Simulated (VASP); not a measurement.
Input of a VASP 6.6.1 run:

File INCAR:

```
  PREC = Accurate
  ENCUT = 600
  EDIFF = 1E-7
  ISMEAR = -1
  SIGMA = 0.1
  LREAL = F
  LASPH = T
  NELM = 100
  ALGO = Normal
  ISIF = 3
  LWAVE = F
  LCHARG = F
  GGA = CA
  IBRION = 2
  NSW = 80
  EDIFFG = -0.01
```

Contents of KPOINTS:

```
Automatic mesh
0
Gamma
  14 14 14
```

The input POSCAR:

```
Ag
1.0
   -1.6216095446      1.6216095446      1.6216095446
    1.6216095446     -1.6216095446      1.6216095446
    1.6216095446      1.6216095446     -1.6216095446
Ag
1
Direct
    0.0000000000      0.0000000000      0.0000000000
```

Potentials or basis: VASP PAW LDA potentials, release 64 (Ag).

Launch:

```sh
$ cat potpaw_LDA.64/Ag/POTCAR > POTCAR
$ mpirun -np 1 vasp_std > vasp.out
```

(1) What does it give for the relaxed cell?

(2) Predict the relaxed volume.

(3) Estimate the space group after relaxing (to 0.05 Å).

Results:

(1) a = 2.758 Å, b = 2.758 Å, c = 2.758 Å, α = 109.47°, β = 109.47°, γ = 109.47°.

(2) 16.14 Å³/atom.

(3) Im-3m (No. 229).
